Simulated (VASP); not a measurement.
# WS2 (P-6m2) in VASP: notebook, part 2 of 2

VASP 6.6.1. Earlier steps stand in the parts before.

### 3 Single point, r2SCAN

This run uses another cell than the first one, of 16.97 Å³/atom.

Contents of POSCAR:

```
WS2
1.0
    3.1215237846      0.0000000000      0.0000000000
   -1.5607618923      2.7033188960      0.0000000000
    0.0000000000      0.0000000000     18.0941416184
W S
3 6
Direct
    0.6666666667      0.3333333333      0.6597261060
    0.3333333333      0.6666666667      0.9842027614
    0.3333333333      0.6666666667      0.3352491331
    0.6666666667      0.3333333333      1.0706182656
    0.6666666667      0.3333333333      0.4217755887
    0.3333333333      0.6666666667      0.7462190282
    0.6666666667      0.3333333333      0.8976764904
    0.6666666667      0.3333333333      0.2488335616
    0.3333333333      0.6666666667      0.5732330550
```

Contents of INCAR.step1:

```
PREC = Accurate ; ENCUT = 520
ISMEAR = 0 ; SIGMA = 0.02
LREAL = F ; LASPH = T
NELM = 60 ; NBANDS = 49
GGA = PE ; ALGO = Normal
EDIFF = 1E-4 ; LWAVE = T
LCHARG = F
```

Contents of INCAR.step2:

```
PREC = Accurate ; ENCUT = 520
EDIFF = 1E-6 ; ISMEAR = 0
SIGMA = 0.02 ; LREAL = F
LASPH = T ; NELM = 60
ALGO = Normal ; ISIF = 2
LWAVE = F ; LCHARG = F
METAGGA = R2SCAN ; LMIXTAU = T
NBANDS = 49 ; ISTART = 1
```

Contents of KPOINTS:

```
regular mesh
0
Gamma
  12 12 2
```

Potentials or basis: VASP PAW PBE potentials, release 64 (W_sv, S).

On the command line:

```
$ cat potpaw_PBE.64/W_sv/POTCAR potpaw_PBE.64/S/POTCAR > POTCAR
$ cp INCAR.step1 INCAR
$ mpirun -np 1 vasp_std > vasp.out
$ cp INCAR.step2 INCAR
$ mpirun -np 1 vasp_std > vasp.out
```

OUTCAR:

```text
PREC = Accurate
   ENCUT = 520
   EDIFF = 1E-6
   ISMEAR = 0
   LREAL = F
   LASPH = T
   NELM = 60
   ISIF = 2
   METAGGA = R2SCAN
   ISTART = 1

 ion  position               nearest neighbor table
   1  0.667  0.333  0.660-   6 2.39   6 2.39   6 2.39   9 2.39   9 2.39   9 2.39
   2  0.333  0.667  0.984-   4 2.39   4 2.39   4 2.39   7 2.39   7 2.39   7 2.39
   3  0.333  0.667  0.335-   8 2.39   8 2.39   8 2.39   5 2.39   5 2.39   5 2.39
   4  0.667  0.333  0.071-   2 2.39   2 2.39   2 2.39
   5  0.667  0.333  0.422-   3 2.39   3 2.39   3 2.39
   6  0.333  0.667  0.746-   1 2.39   1 2.39   1 2.39
   7  0.667  0.333  0.898-   2 2.39   2 2.39   2 2.39
   8  0.667  0.333  0.249-   3 2.39   3 2.39   3 2.39
   9  0.333  0.667  0.573-   1 2.39   1 2.39   1 2.39

  LATTYP: Found a hexagonal cell.
 ALAT       =     3.1215237846
 C/A-ratio  =     5.7965733619

  Lattice vectors:

 A1 = (   3.1215237846,   0.0000000000,   0.0000000000)
 A2 = (  -1.5607618923,   2.7033188960,   0.0000000000)
 A3 = (   0.0000000000,   0.0000000000,  18.0941416184)

Analysis of symmetry for initial positions (statically):
=====================================================================
 Subroutine PRICEL returns:
 Original cell was already a primitive cell.

 Routine SETGRP: Setting up the symmetry group for a
 hexagonal supercell.

 Subroutine GETGRP returns: Found 12 space group operations
 (whereof  6 operations were pure point group operations)
 out of a pool of 24 trial point group operations.

The static configuration has the point symmetry C_3v.
 The point group associated with its full space group is D_3h.

Analysis of symmetry for dynamics (positions and initial velocities):
=====================================================================
 Subroutine PRICEL returns:
 Original cell was already a primitive cell.

 Routine SETGRP: Setting up the symmetry group for a
[... 146 lines left out ...]
   METAGGA = R2SCAN    functional components
   LHFCALC =     F    Hartree Fock is set to
   AEXX    =    0.0000 exact exchange contribution
   IVDW    =     0    specifies the selected vdW correction
   LEPSILON=     F    determine dielectric tensor
   LRPA    =     F    only Hartree local field effects (RPA)
 non-spin polarized calculation
 Gauss-broadening in eV      SIGMA  =   0.02
  energy-cutoff  :      520.00
  volume of cell :      152.69
 maximum number of plane-waves:      4142
 NGX is ok and might be reduce to    24
   NGX = 11   NGY = 11   NGZ = 67

 number of electron      77.9999993 magnetization

 Free energy of the ion-electron system (eV)
  ---------------------------------------------------
  ext. energy  EPLUGINS =         0.00000000
  ---------------------------------------------------
  free energy    TOTEN  =      -209.77763463 eV

  energy without entropy =     -209.77763463  energy(sigma->0) =     -209.77763463

 E-fermi :   8.3970     XC(G=0): -11.9391

 val. band max:        8.0685885474   @ k =   0.0000   0.0000   0.5000
 cond. band min:       8.9624974205   @ k =   0.1667   0.1667   0.0000
 fundamental gap:      0.8939088731
 Fermi energy:         8.3970109556

 k-point     1 :       0.0000    0.0000    0.0000
  band No.  band energies     occupation
      1     -68.5994      2.00000
      2     -68.5988      2.00000
      3     -68.5978      2.00000
      4     -32.2488      2.00000
      5     -32.2482      2.00000
      6     -32.2435      2.00000
[... 1237 lines left out ...]
     48      11.8334      0.00000
     49      11.8618      0.00000

 [... further k-points ...]

------------------------ aborting loop because EDIFF is reached ----------------------------------------

  FORCE on cell =-STRESS in cart. coord.  units (eV):
  Direction    XX          YY          ZZ          XY          YZ          ZX
  --------------------------------------------------------------------------------------
  -------------------------------------------------------------------------------------
  Total        7.8752803      7.8752803      7.7751405      0.0000000      0.0000000      0.0000000
  in kB       82.6370274     82.6370274     81.5862395      0.0000000      0.0000000      0.0000000
  external PRESSURE =      82.2867648 kB  Pullay stress =       0.0000000 kB

 VOLUME and BASIS-vectors are now :
 -----------------------------------------------------------------------------
  energy-cutoff  :      520.00
  volume of cell :      152.69
      direct lattice vectors                 reciprocal lattice vectors
     3.121523785  0.000000000  0.000000000     0.320356361  0.184957831  0.000000000
    -1.560761892  2.703318896  0.000000000     0.000000000  0.369915662  0.000000000
     0.000000000  0.000000000 18.094141618     0.000000000  0.000000000  0.055266507

 POSITION                                       TOTAL-FORCE (eV/Angst)
 -----------------------------------------------------------------------------------
      1.56076      0.90111     11.93718         0.000000     -0.000000     -0.000000
     -0.00000      1.80221     17.80830        -0.000000      0.000000     -0.001400
     -0.00000      1.80221      6.06605        -0.000000      0.000000      0.001400
      1.56076      0.90111      1.27778        -0.000000      0.000000      0.024969
      1.56076      0.90111      7.63167         0.000000     -0.000000      0.022883
     -0.00000      1.80221     13.50219         0.000000     -0.000000      0.023519
      1.56076      0.90111     16.24269         0.000000     -0.000000     -0.022883
      1.56076      0.90111      4.50243         0.000000      0.000000     -0.024969
     -0.00000      1.80221     10.37216         0.000000     -0.000000     -0.023519
 -----------------------------------------------------------------------------------
    total drift:                                0.000000     -0.000000     -0.006378

  FREE ENERGIE OF THE ION-ELECTRON SYSTEM (eV)
  ---------------------------------------------------
  free  energy   TOTEN  =      -209.7776346342 eV

  energy  without entropy=     -209.7776346342  energy(sigma->0) =     -209.77763463
```

OUTCAR.step1:

```text
PREC = Accurate
   ENCUT = 520
   ISMEAR = 0
   LREAL = F
[... 1500 lines left out ...]
     -0.00000      1.80221     13.50219         0.000000      0.000000      0.305493
      1.56076      0.90111     16.24269        -0.000000     -0.000000     -0.305048
      1.56076      0.90111      4.50243        -0.000000     -0.000000     -0.294942
     -0.00000      1.80221     10.37216         0.000000      0.000000     -0.305493
 -----------------------------------------------------------------------------------
    total drift:                               -0.000000     -0.000000     -0.006250

  FREE ENERGIE OF THE ION-ELECTRON SYSTEM (eV)
  ---------------------------------------------------
  free  energy   TOTEN  =       -70.4545256301 eV

  energy  without entropy=      -70.4545256301  energy(sigma->0) =      -70.45452563
```

It took 16 min on 1 thread of Intel Xeon Platinum 8259CL at 2.50GHz (Skylake/Cascade Lake), shared host; peak memory 0.43 GiB.

Results:

| Item | Value |
| --- | --- |
| Free energy | -209.7776 eV |
| Pressure | 8.2 GPa |
| Largest force | 0.025 eV/Å |
| Band gap on the k mesh | 0.89 eV (least direct gap 2.05 eV) |

Forces on the atoms (eV/Å):
```
W    0.000  0.000  0.000
W    0.000  0.000 -0.001
W    0.000  0.000  0.001
S    0.000  0.000  0.025
S    0.000  0.000  0.023
S    0.000  0.000  0.024
S    0.000  0.000 -0.023
S    0.000  0.000 -0.025
S    0.000  0.000 -0.024
```

Caveat: the cell stands under pressure; the PAW data sets were made with another functional, which shifts forces and pressure a little; spin-orbit coupling is left out, which moves the levels of the heavy elements.
